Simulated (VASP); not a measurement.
**Sn2Bi3O3: relaxation of cell and atoms with PBE**

Sn2Bi3O3:

```
CELL_PARAMETERS angstrom
4.39500 0.00000 0.00000
0.00000 4.40587 0.00000
0.00000 0.00000 8.78022
ATOMIC_POSITIONS crystal
Sn 0.00000 0.00000 0.74835
Sn 0.00000 0.00000 0.25165
Bi 0.50000 0.50000 0.75077
Bi 0.50000 0.50000 0.24923
Bi 0.00000 0.50000 0.00000
O 0.00000 0.50000 0.50000
O 0.50000 0.00000 0.00000
O 0.50000 0.00000 0.50000
```

The cell was generated, and may not be a known phase.

```json
{
 "Program": "VASP 6.6.1",
 "Task": "relaxation of cell and atoms",
 "Functional": "PBE",
 "Potentials or basis": "VASP PAW PBE potentials, release 64 (Sn_d, Bi_d, O)",
 "Cutoff": "600 eV",
 "k mesh": "4 × 4 × 2",
 "Occupations": "gaussian, width 0.2 eV",
 "Spin": "no spin polarisation",
 "Dipole correction": "no",
 "Further INCAR settings": "ALGO = Normal; EDIFF = 1e-06; IBRION = 2; EDIFFG = -0.08; NSW = 36; ISIF = 3"
}
```

The relaxed volume is 20.04 Å³/atom and the relaxed cell is a = 5.693 Å, b = 3.454 Å, c = 8.154 Å, α = 90.00°, β = 90.00°, γ = 90.00°. The space group after relaxing (to 0.1 Å) is Pmmm (No. 47), the energy gained by relaxing is 632.5 meV/atom and the ionic steps are 36. The pressure after relaxing is 0.2 GPa, the largest force after relaxing is 0.061 eV/Å and the band gap on the k mesh is zero (an odd number of electrons rules out a gap without spin polarisation).

Forces in eV/Å, atoms in the order of the input:
```
Sn   0.000  0.000  0.009
Sn   0.000  0.000 -0.009
Bi   0.000  0.000  0.061
Bi   0.000  0.000 -0.061
Bi   0.000  0.000  0.000
O    0.000  0.000  0.000
O    0.000  0.000  0.000
O    0.000  0.000  0.000
```

Stress tensor (GPa, compression positive):
```
0.33 0.00 0.00
0.00 0.12 0.00
0.00 0.00 0.17
```

The path:
```tsv
step	energy change (eV)	largest force (eV/Å)	pressure (GPa)	volume (Å³)
1	0.0000	2.4392	-0.61	170.02
2	-1.6955	1.9209	-2.26	167.63
3	-2.8555	0.9543	-1.66	163.78
4	1.0007	11.1811	14.96	152.40
5	-2.8005	1.0962	-1.21	163.04
6	-2.8980	0.8255	1.73	158.26
7	-3.0163	0.5112	-0.18	160.81
8	-3.0301	0.2343	0.31	160.00
9	-3.0299	0.3215	0.14	160.29
10	-3.0637	0.2290	-0.17	160.88
11	-3.0978	0.1046	-0.63	162.04
12	-3.0995	0.1707	-0.71	162.31
13	-3.1086	0.2465	1.14	158.32
14	-3.1110	0.2180	0.55	159.56
15	-3.1305	0.1807	0.48	159.34
16	-3.2177	0.1855	0.57	158.40
17	-3.6266	0.3289	1.70	155.27
18	-3.4859	1.1890	11.83	143.77
19	-4.0922	0.0690	3.39	152.24
20	-4.1852	0.4248	6.44	148.41
21	-4.2254	0.2561	5.31	149.65
22	-4.2210	0.3013	5.56	149.32
23	-4.3960	0.2897	3.42	152.56
24	-4.6495	0.1705	-1.78	162.44
25	-4.6590	0.1316	-2.74	164.74
26	-4.7862	0.3498	-2.00	163.72
27	-4.9400	0.9449	0.22	161.07
28	-4.9421	1.0491	0.64	160.62
29	-5.0059	0.6642	0.25	161.06
30	-5.0375	0.2706	-0.11	161.66
31	-5.0382	0.2812	-0.09	161.58
32	-5.0512	0.1990	-0.22	161.32
33	-5.0546	0.1343	-0.31	161.11
34	-5.0573	0.1084	0.20	160.23
35	-5.0574	0.1016	0.33	160.02
36	-5.0597	0.0607	0.21	160.32
```

Final structure:
```
Sn Bi O
1.0
     5.69266    0.00000    0.00000
     0.00000    3.45396    0.00000
     0.00000    0.00000    8.15380
Sn Bi O
2 3 3
Cartesian
  0.0000 0.0000 5.5827
  0.0000 3.4540 2.5711
  2.8463 1.7270 6.1125
  2.8463 1.7270 2.0413
  0.0000 1.7270 0.0000
  0.0000 1.7270 4.0769
  2.8463 0.0000 0.0000
  2.8463 0.0000 4.0769
```

Levels at points of the mesh, in eV from the Fermi level:
| k point | band 43 | band 44 | band 45 | band 46 | band 47 | band 48 |
| --- | --- | --- | --- | --- | --- | --- |
| (0.00, 0.00, 0.00) | -1.38 | -0.83 | 0.09 | 0.85 | 1.42 | 1.50 |
| (0.50, 0.00, 0.00) | -1.43 | 0.14 | 0.43 | 0.85 | 1.22 | 1.70 |
| (0.00, 0.50, 0.00) | -2.01 | -1.96 | -1.67 | -0.80 | 0.28 | 0.36 |
| (0.50, 0.50, 0.00) | -1.99 | -1.85 | -1.81 | 0.01 | 0.51 | 0.62 |
| (0.00, 0.00, 0.50) | -1.88 | -1.82 | -1.38 | 1.10 | 1.72 | 2.15 |
| (0.50, 0.00, 0.50) | -1.25 | -1.08 | 0.97 | 0.97 | 1.30 | 1.47 |
| (0.00, 0.50, 0.50) | -2.43 | -2.43 | -1.81 | -0.45 | 0.55 | 0.71 |
| (0.50, 0.50, 0.50) | -2.01 | -1.06 | -0.96 | -0.47 | -0.38 | 0.47 |

It took 44 min on 1 thread of Intel(R) Xeon(R) 6975P-C (Granite Rapids) (shared host), peak memory 0.41 GiB.

Caveat: a cell axis changed by over 15 % at a fixed basis, so the end point is rough; spin-orbit coupling is left out, which moves the levels of the heavy elements; the relaxation stopped at a loose force limit of 0.08 eV/Å, so its end isn't a converged minimum.
